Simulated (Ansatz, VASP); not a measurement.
**C in VASP and in Ansatz**

File INCAR:

```
  ALGO = Normal
  EDIFF = 1E-6
  ENCUT = 520
  GGA = PE
  ISIF = 2
  ISMEAR = 0
  LASPH = T
  LCHARG = F
  LREAL = F
  LWAVE = F
  NBANDS = 16
  NELM = 80
  PREC = Accurate
  SIGMA = 0.15
```

Contents of KPOINTS:

```
k-points
0
Gamma
  18 18 6
```

POSCAR

```
C
1.0
    2.2938665104      0.0000000000      0.0000000000
   -1.1469332552      2.1360716891      0.0000000000
    0.0000000000      0.0000000000      8.5653080463
C
4
Direct
   -0.1731148902      0.0000000000      0.0025000000
    0.1731148902      0.0000000000      0.5025000000
    0.1602151513      0.6666666667      0.0025000000
    0.8397848487      0.3333333333      0.5025000000
```

Input for Ansatz:

```yaml
crystal:
  lattice:
    - [2.2938665104, 0.0, 0.0]
    - [-1.1469332552, 2.1360716891, 0.0]
    - [0.0, 0.0, 8.5653080463]
  atoms:
    - { symbol: C, position: [-0.1731148902, 0.0, 0.0025] }
    - { symbol: C, position: [0.1731148902, 0.0, 0.5025] }
    - { symbol: C, position: [0.1602151513, 0.6666666667, 0.0025] }
    - { symbol: C, position: [0.8397848487, 0.3333333333, 0.5025] }
basis:
  ecutwfc: 520.0
kpoints:
  mp_grid: { grid: [18, 18, 6] }
hamiltonian:
  xc: pbe
  pseudopotentials: { kind: paw, azcp: { folder: soft_1 } }
scf:
  occupations: { method: gaussian, width: 0.15 }
output:
  forces: true
  stress: true
  eigenvalues: true
```

Change from the starting cell: mode 4 frozen in at -0.427 Å, normal strain along x -0.0700.

Alike in both runs: task single point; functional PBE; k mesh 18 × 18 × 6; occupations gaussian, width 0.15 eV; no spin polarisation.

|  | VASP | Ansatz |
| --- | --- | --- |
| version | VASP 6.6.1 | Ansatz 0.2.0 |
| potentials or method | VASP PAW PBE potentials, release 64 (C), cutoff 520 eV | scalar-relativistic, plane waves, PAW |
| valence electrons in the cell | 16 | 16 |

```tsv
	VASP	Ansatz	Ansatz less VASP
gap on the k mesh at the Fermi level (eV)	0.84	0.84	0.000
least direct gap on the mesh (eV)	0.86	0.85	-0.002
pressure (GPa)	28.9	28.5	-0.37
traceless stress, the component that is largest in VASP (GPa)	45.18	44.87	-0.310
rms of the force components (eV/Å)	0.797	0.791	-0.0060
```

Atom by atom the forces differ by 0.006 eV/Å (rms over components). Both programs put the cell under a high pressure, so it lies far from rest at this level. The functional is the same, so the differences come from potentials, cutoffs and numerics.
